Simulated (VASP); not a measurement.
# Sn (Im-3m) in VASP: a series of runs

Runs on Sn. Level: LDA. Tasks: single point.

Everything below comes from runs of VASP 6.6.1. Logs are shortened: lines on timing, memory, paths and dates and some standing lists are left out, and cuts for length are marked.

## Step 1: The cell of the first run

The structure is cubic, space group Im-3m (No. 229). Conventional cell: a = 3.712 Å, b = 3.712 Å, c = 3.712 Å, α = 90.00°, β = 90.00°, γ = 90.00°. Sn (site symmetry m-3m) has 14 Sn at 3.21 to 3.71 Å within 4.2 Å.

## Step 2: Single point, LDA (volume scaled by 0.94)

File INCAR:

```
SYSTEM = Sn
PREC     = Accurate       ! precision mode
ENCUT    = 520            ! plane-wave cutoff, eV
EDIFF    = 1E-7           ! SCF threshold, eV
ISMEAR   = -1             ! smearing method
SIGMA    = 0.05           ! smearing width, eV
LREAL    = .FALSE.        ! projectors in reciprocal space
LASPH    = .TRUE.         ! aspherical terms in the spheres
NELM     = 100            ! most SCF steps
ALGO     = Normal         ! electronic algorithm
ISIF     = 2              ! what is computed and relaxed
LWAVE    = .FALSE.        ! write WAVECAR
LCHARG   = .TRUE.         ! write CHGCAR
LELF     = .TRUE.         ! ELF
LVHAR    = .TRUE.       
NBANDS   = 13             ! bands
```

File KPOINTS:

```
regular mesh
0
G
  10 10 10
  0 0 0
```

File POSCAR:

```
Sn
1.0
   -1.8559746029      1.8559746029      1.8559746029
    1.8559746029     -1.8559746029      1.8559746029
    1.8559746029      1.8559746029     -1.8559746029
Sn
1
Direct
    0.0000000000      0.0000000000      0.0000000000
```

Potentials or basis: VASP PAW LDA potentials, release 64 (Sn_d).

Launch:

```console
cat potpaw_LDA.64/Sn_d/POTCAR > POTCAR
mpirun -np 1 vasp_std > vasp.out
```

OUTCAR:

```text
SYSTEM = Sn
   PREC = Accurate
   ENCUT = 520
   EDIFF = 1E-7
   ISMEAR = -1
   LREAL = .FALSE.
   LASPH = .TRUE.
   NELM = 100
   ISIF = 2

 ion  position               nearest neighbor table
   1  0.000  0.000  0.000-

  LATTYP: Found a body centered cubic cell.
 ALAT       =     3.7119492058

  Lattice vectors:

 A1 = (  -1.8559746029,   1.8559746029,   1.8559746029)
 A2 = (   1.8559746029,  -1.8559746029,   1.8559746029)
 A3 = (   1.8559746029,   1.8559746029,  -1.8559746029)

Analysis of symmetry for initial positions (statically):
=====================================================================
 Subroutine PRICEL returns:
 Original cell was already a primitive cell.

 Routine SETGRP: Setting up the symmetry group for a
 body centered cubic supercell.

 Subroutine GETGRP returns: Found 48 space group operations
[... 9 lines left out ...]

 Routine SETGRP: Setting up the symmetry group for a
 body centered cubic supercell.

 Subroutine GETGRP returns: Found 48 space group operations
[... 11 lines left out ...]
                                     Primitive cell

  volume of cell :      25.5727

  direct lattice vectors                    reciprocal lattice vectors
    -1.855974603  1.855974603  1.855974603     0.000000000  0.269400238  0.269400238
     1.855974603 -1.855974603  1.855974603     0.269400238  0.000000000  0.269400238
     1.855974603  1.855974603 -1.855974603     0.269400238  0.269400238  0.000000000

  length of vectors
     3.214642310  3.214642310  3.214642310     0.380989470  0.380989470  0.380989470

  position of ions in fractional coordinates (direct lattice)
     0.000000000  0.000000000  0.000000000

  ion indices of the primitive-cell ions
   primitive index   ion index
                 1           1

----------------------------------------------------------------------------------------

 KPOINTS: regular mesh

Automatic generation of k-mesh.
 Grid dimensions read from file:
 generate k-points for:   10   10   10

 Generating k-lattice:

  Cartesian coordinates                     Fractional coordinates (reciprocal lattice)
     0.000000000  0.026940024  0.026940024     0.100000000  0.000000000  0.000000000
     0.026940024  0.000000000  0.026940024     0.000000000  0.100000000  0.000000000
     0.026940024  0.026940024  0.000000000     0.000000000  0.000000000  0.100000000

  Length of vectors
     0.038098947  0.038098947  0.038098947

  Shift w.r.t. Gamma in fractional coordinates (k-lattice)
     0.000000000  0.000000000  0.000000000

 Subroutine IBZKPT returns following result:
 ===========================================

 Found     47 irreducible k-points:

 Following reciprocal coordinates:
            Coordinates               Weight
  0.000000  0.000000  0.000000      1.000000
  0.100000  0.000000  0.000000     12.000000
  0.200000  0.000000  0.000000     12.000000
  0.300000  0.000000  0.000000     12.000000
  0.400000  0.000000  0.000000     12.000000
  0.500000  0.000000  0.000000      6.000000
[... 16 lines left out ...]
  0.300000  0.300000  0.100000      8.000000
 -0.300000  0.300000  0.100000     24.000000
 [... further k-points ...]
   k-points           NKPTS =     47   k-points in BZ     NKDIM =     47   number of bands    NBANDS=     13
   number of dos      NEDOS =    301   number of ions     NIONS =      1
   total plane-waves  NPLWV =  13824
   dimension x,y,z NGX =    24 NGY =   24 NGZ =   24
   dimension x,y,z NGXF=    48 NGYF=   48 NGZF=   48
   ions per type =               1
   NGX,Y,Z   is equivalent  to a cutoff of  12.41, 12.41, 12.41 a.u.
   NGXF,Y,Z  is equivalent  to a cutoff of  24.82, 24.82, 24.82 a.u.
 SYSTEM =  Sn
   PREC   = accura    normal or accurate (medium, high low for compatibility)
   ISTART =      0    job   : 0-new  1-cont  2-samecut
   ICHARG =      2    charge: 1-file 2-atom 10-const
   ISPIN  =      1    spin polarized calculation?
   LNONCOLLINEAR =      F non collinear calculations
   LSORBIT =      F    spin-orbit coupling
   LASPH  =      T    aspherical Exc in radial PAW
   ENCUT  =  520.0 eV  38.22 Ry    6.18 a.u.   5.98  5.98  5.98*2*pi/ulx,y,z
   NELM   =    100;   NELMIN=  2; NELMDL= -5     # of ELM steps
   EDIFF  = 0.1E-06   stopping-criterion for ELM
   LREAL  =      F    real-space projection
   EDIFFG = 0.1E-05   stopping-criterion for IOM
   NSW    =      0    number of steps for IOM
   IBRION =     -1    ionic relax: 0-MD 1-quasi-New 2-CG
   NFREE  =      0    steps in history (QN), initial steepest desc. (CG)
   ISIF   =      2    stress and relaxation
   ISYM   =      2    0-nonsym 1-usesym 2-fastsym
   POTIM  = 0.5000    time-step for ionic-motion
   TEBEG  =    0.0;   TEEND  =   0.0 temperature during run
   PSTRESS=    0.0 pullay stress
   NELECT =      14.0000    total number of electrons
   NUPDOWN=      -1.0000    fix difference up-down
   EMIN   =  10.00;   EMAX   =-10.00  energy-range for DOS
[... 5 lines left out ...]
     AMIX     =   0.40;   BMIX     =  1.00
     AMIX_MAG =   1.60;   BMIX_MAG =  1.00
  volume/ion in A,a.u.               =      25.57       172.57
  Fermi-wavevector in a.u.,A,eV,Ry     =   1.339241  2.530799 24.402962  1.793567
  Thomas-Fermi vector in A             =   2.467649
   LORBIT       =      0    0 simple, 1 ext, 2 COOP (PROOUT), +10 PAW based schemes
   GGA     = CA    functional components
   LHFCALC =     F    Hartree Fock is set to
   AEXX    =    0.0000 exact exchange contribution
   IVDW    =     0    specifies the selected vdW correction
   LEPSILON=     F    determine dielectric tensor
   LRPA    =     F    only Hartree local field effects (RPA)
 non-spin polarized calculation
  energy-cutoff  :      520.00
  volume of cell :       25.57
 maximum number of plane-waves:       703
   NGX = 11   NGY = 11   NGZ = 11

 number of electron      13.9999995 magnetization

 Free energy of the ion-electron system (eV)
  ---------------------------------------------------
  ext. energy  EPLUGINS =         0.00000000
  ---------------------------------------------------
  free energy    TOTEN  =        -4.43171581 eV

  energy without entropy =       -4.42523994  energy(sigma->0) =       -4.42847787

 E-fermi :   8.5475     XC(G=0): -10.8958

 val. band max:        8.5335033727   @ k =  -0.4000   0.4000   0.4000
 cond. band min:       8.5832693664   @ k =   0.3000   0.0000   0.0000
 fundamental gap:      0.0497659937
 Fermi energy:         8.5475419300

 k-point     1 :       0.0000    0.0000    0.0000
  band No.  band energies     occupation
      1     -12.9294      2.00000
      2     -12.9294      2.00000
      3     -12.9294      2.00000
      4     -12.7601      2.00000
      5     -12.7601      2.00000
      6      -2.9834      2.00000
      7      16.9810      0.00000
      8      16.9810      0.00000
      9      16.9810      0.00000
     10      20.9095      0.00000
     11      20.9095      0.00000
     12      20.9095      0.00000
     13      21.8368      0.00000

 k-point     2 :       0.1000    0.0000    0.0000
  band No.  band energies     occupation
      1     -12.9348      2.00000
      2     -12.9219      2.00000
      3     -12.9041      2.00000
      4     -12.7661      2.00000
      5     -12.7608      2.00000
      6      -2.7542      2.00000
      7      15.1592      0.00000
      8      16.1343      0.00000
      9      16.6562      0.00000
     10      19.4139      0.00000
     11      19.7628      0.00000
     12      20.6110      0.00000
     13      22.5794      0.00000

 k-point     3 :       0.2000    0.0000    0.0000
  band No.  band energies     occupation
      1     -12.9491      2.00000
      2     -12.9065      2.00000
      3     -12.8374      2.00000
      4     -12.7786      2.00000
      5     -12.7625      2.00000
      6      -2.0645      2.00000
      7      11.8513      0.00000
      8      14.6736      0.00000
      9      15.8413      0.00000
     10      18.2924      0.00000
     11      18.6124      0.00000
     12      20.8585      0.00000
     13      23.1072      0.00000

 k-point     4 :       0.3000    0.0000    0.0000
  band No.  band energies     occupation
      1     -12.9668      2.00000
      2     -12.9006      2.00000
      3     -12.7828      2.00000
      4     -12.7644      2.00000
      5     -12.7536      2.00000
      6      -0.9154      2.00000
      7       8.5833      0.65719
      8      13.4172      0.00000
      9      14.9876      0.00000
     10      17.5391      0.00000
     11      17.7948      0.00000
     12      21.8235      0.00000
     13      23.7470      0.00000

 k-point     5 :       0.4000    0.0000    0.0000
  band No.  band energies     occupation
      1     -12.9810      2.00000
      2     -12.9084      2.00000
      3     -12.7750      2.00000
      4     -12.7660      2.00000
      5     -12.6847      2.00000
      6       0.6556      2.00000
      7       5.6910      2.00000
      8      12.6023      0.00000
      9      14.4006      0.00000
     10      17.1038      0.00000
     11      17.3096      0.00000
     12      23.1807      0.00000
     13      24.4925      0.00000
[... 257 lines left out ...]
 k-point    22 :      -0.2000    0.2000    0.1000
  band No.  band energies     occupation
      1     -12.9234      2.00000
      2     -12.8940      2.00000
      3     -12.8415      2.00000
      4     -12.7959      2.00000
      5     -12.7624      2.00000
      6      -1.8356      2.00000
      7      11.9775      0.00000
      8      13.8052      0.00000
      9      14.6686      0.00000
     10      17.6521      0.00000
     11      19.7814      0.00000
     12      20.2462      0.00000
     13      23.7964      0.00000

 k-point    23 :       0.3000    0.3000    0.1000
  band No.  band energies     occupation
      1     -12.9331      2.00000
      2     -12.8129      2.00000
      3     -12.8129      2.00000
      4     -12.7606      2.00000
      5     -12.7606      2.00000
      6       3.1724      2.00000
      7       6.1339      2.00000
      8       6.1339      2.00000
      9      10.2502      0.00000
     10      23.2994      0.00000
     11      23.8908      0.00000
     12      23.8908      0.00000
     13      27.7415      0.00000

 k-point    24 :      -0.3000    0.3000    0.1000
  band No.  band energies     occupation
      1     -12.9399      2.00000
      2     -12.8868      2.00000
      3     -12.8002      2.00000
      4     -12.7703      2.00000
      5     -12.7569      2.00000
      6      -0.6883      2.00000
      7       8.7744      0.02116
      8      12.5944      0.00000
      9      13.9710      0.00000
     10      17.9161      0.00000
     11      18.9519      0.00000
     12      19.9713      0.00000
     13      25.8927      0.00000

 [... further k-points ...]
[... 5 lines left out ...]
  --------------------------------------------------------------------------------------
  -------------------------------------------------------------------------------------
  Total       -0.0931773     -0.0931773     -0.0931773     -0.0000000      0.0000000     -0.0000000
  in kB       -5.8377415     -5.8377415     -5.8377415     -0.0000000      0.0000000     -0.0000000
  external PRESSURE =      -5.8377415 kB  Pullay stress =       0.0000000 kB

 VOLUME and BASIS-vectors are now :
 -----------------------------------------------------------------------------
  energy-cutoff  :      520.00
  volume of cell :       25.57
      direct lattice vectors                 reciprocal lattice vectors
    -1.855974603  1.855974603  1.855974603     0.000000000  0.269400238  0.269400238
     1.855974603 -1.855974603  1.855974603     0.269400238  0.000000000  0.269400238
     1.855974603  1.855974603 -1.855974603     0.269400238  0.269400238  0.000000000

 POSITION                                       TOTAL-FORCE (eV/Angst)
 -----------------------------------------------------------------------------------
      0.00000      0.00000      0.00000        -0.000000     -0.000000     -0.000000
 -----------------------------------------------------------------------------------
    total drift:                               -0.000000     -0.000000      0.000000

  FREE ENERGIE OF THE ION-ELECTRON SYSTEM (eV)
  ---------------------------------------------------
  free  energy   TOTEN  =        -4.4317158072 eV

  energy  without entropy=       -4.4252399384  energy(sigma->0) =       -4.42847787
```

Run time: 29 s. Hardware: 1 thread of AMD EPYC 7R13, shared host; peak memory 0.1 GiB.

What came out:

```
Free energy            : -4.4317 eV
Pressure               : -0.6 GPa
Band gap on the k mesh : zero (band 7 reaches 16.98 eV, above the bottom of band 8 at 6.13 eV)
```

Caveat: spin-orbit coupling is left out, which moves the levels of the heavy elements.

## Step 3: Single point, LDA (volume scaled by 0.96)

File INCAR:

```
SYSTEM = Sn
PREC = Accurate
ENCUT = 520
EDIFF = 1E-7
ISMEAR = -1
SIGMA = 0.05
LREAL = .FALSE.
LASPH = .TRUE.
NELM = 80
ALGO = Normal
ISIF = 2
LWAVE = .FALSE.
LCHARG = .FALSE.
GGA = CA
NBANDS = 13
```

KPOINTS is that of step 2.

File POSCAR:

```
Sn
1.0
   -1.8690452773      1.8690452773      1.8690452773
    1.8690452773     -1.8690452773      1.8690452773
    1.8690452773      1.8690452773     -1.8690452773
Sn
1
Direct
    0.0000000000      0.0000000000      0.0000000000
```

Potentials or basis: VASP PAW LDA potentials, release 64 (Sn_d).

Launch:

```console
cat potpaw_LDA.64/Sn_d/POTCAR > POTCAR
mpirun -np 1 vasp_std > vasp.out
```

Run time: 24 s. Hardware: 1 thread of AMD EPYC 7R13, shared host; peak memory 0.1 GiB.

Results (log left out):

```
Free energy            : -4.4281 eV
Pressure               : -1.7 GPa
Band gap on the k mesh : zero (band 7 reaches 16.51 eV, above the bottom of band 8 at 5.93 eV)
```

Levels at points of the mesh, in eV from the Fermi level:
```
           k point  band 5  band 6  band 7  band 8  band 9  band 10
(0.00, 0.00, 0.00)  -21.30  -11.37    8.23    8.23    8.23    12.33
(0.50, 0.00, 0.00)  -21.20   -6.48   -4.57    3.71    5.58     8.29
(0.50, 0.50, 0.50)  -21.22   -2.34   -0.50   -0.50   -0.50     3.98
```

Caveat: spin-orbit coupling is left out, which moves the levels of the heavy elements.

## Step 4: Single point, LDA (volume scaled by 0.98)

File INCAR:

```
SYSTEM = Sn
PREC     = Accurate       ! precision mode
ENCUT    = 520            ! plane-wave cutoff, eV
EDIFF    = 1E-6           ! SCF threshold, eV
ISMEAR   = -1             ! smearing method
SIGMA    = 0.05           ! smearing width, eV
LREAL    = .False.        ! projectors in reciprocal space
LASPH    = .True.         ! aspherical terms in the spheres
NELM     = 80             ! most SCF steps
ALGO     = Fast           ! electronic algorithm
ISIF     = 2              ! what is computed and relaxed
LWAVE    = .False.        ! write WAVECAR
LCHARG   = .True.         ! write CHGCAR
LELF     = .True.         ! ELF
LVHAR    = .True.       
NBANDS   = 13             ! bands
```

File KPOINTS:

```
regular mesh
0
Gamma
  10 10 10
  0 0 0
```

File POSCAR:

```
Sn
1.0
   -1.8819356520      1.8819356520      1.8819356520
    1.8819356520     -1.8819356520      1.8819356520
    1.8819356520      1.8819356520     -1.8819356520
Sn
1
Direct
    0.0000000000      0.0000000000      0.0000000000
```

Potentials or basis: VASP PAW LDA potentials, release 64 (Sn_d).

Launch:

```console
cat potpaw_LDA.64/Sn_d/POTCAR > POTCAR
mpirun -np 1 vasp_std > vasp.out
```

OUTCAR:

```text
SYSTEM = Sn
   PREC = Accurate
   ENCUT = 520
   EDIFF = 1E-6
   ISMEAR = -1
   LREAL = .False.
   LASPH = .True.
   NELM = 80
   ISIF = 2

 ion  position               nearest neighbor table
   1  0.000  0.000  0.000-

  LATTYP: Found a body centered cubic cell.
 ALAT       =     3.7638713040

  Lattice vectors:

 A1 = (  -1.8819356520,   1.8819356520,   1.8819356520)
 A2 = (   1.8819356520,  -1.8819356520,   1.8819356520)
 A3 = (   1.8819356520,   1.8819356520,  -1.8819356520)

[... 553 lines left out ...]
      5     -13.2694      2.00000
      6      -0.9847      2.00000
      7       8.2060      0.04114
      8      11.9206      0.00000
      9      13.2600      0.00000
     10      17.1785      0.00000
     11      18.2248      0.00000
     12      19.2171      0.00000
     13      25.0167      0.00000

 [... further k-points ...]
[... 5 lines left out ...]
  --------------------------------------------------------------------------------------
  -------------------------------------------------------------------------------------
  Total       -0.4275809     -0.4275809     -0.4275809      0.0000000     -0.0000000     -0.0000000
  in kB      -25.6953548    -25.6953548    -25.6953548      0.0000000     -0.0000000     -0.0000000
  external PRESSURE =     -25.6953548 kB  Pullay stress =       0.0000000 kB

 VOLUME and BASIS-vectors are now :
 -----------------------------------------------------------------------------
  energy-cutoff  :      520.00
  volume of cell :       26.66
      direct lattice vectors                 reciprocal lattice vectors
    -1.881935652  1.881935652  1.881935652     0.000000000  0.265683898  0.265683898
     1.881935652 -1.881935652  1.881935652     0.265683898  0.000000000  0.265683898
     1.881935652  1.881935652 -1.881935652     0.265683898  0.265683898  0.000000000

 POSITION                                       TOTAL-FORCE (eV/Angst)
 -----------------------------------------------------------------------------------
      0.00000      0.00000      0.00000        -0.000000     -0.000000     -0.000000
 -----------------------------------------------------------------------------------
    total drift:                               -0.000000     -0.000000      0.000000

  FREE ENERGIE OF THE ION-ELECTRON SYSTEM (eV)
  ---------------------------------------------------
  free  energy   TOTEN  =        -4.4211027219 eV

  energy  without entropy=       -4.4139831877  energy(sigma->0) =       -4.41754295
```

Wall time 35 s (1 thread of AMD EPYC 7R13, shared host); peak memory 0.1 GiB.

Results:

- Free energy: -4.4211 eV
- Pressure: -2.6 GPa
- Band gap on the k mesh: zero (band 7 reaches 16.06 eV, above the bottom of band 8 at 5.74 eV)

Levels at points of the mesh, in eV from the Fermi level:
```
           k point  band 4  band 5  band 6  band 7  band 8  band 9  band 10  band 11
(0.00, 0.00, 0.00)  -21.28  -21.28  -11.21    8.04    8.04    8.04    12.29    12.29
(0.50, 0.00, 0.00)  -21.29  -21.20   -6.46   -4.45    3.64    5.51     8.17     8.46
(0.50, 0.50, 0.50)  -21.22  -21.22   -2.46   -0.48   -0.48   -0.48     3.99     3.99
```

Caveat: spin-orbit coupling is left out, which moves the levels of the heavy elements.

(Continued in part 2 of 2.)
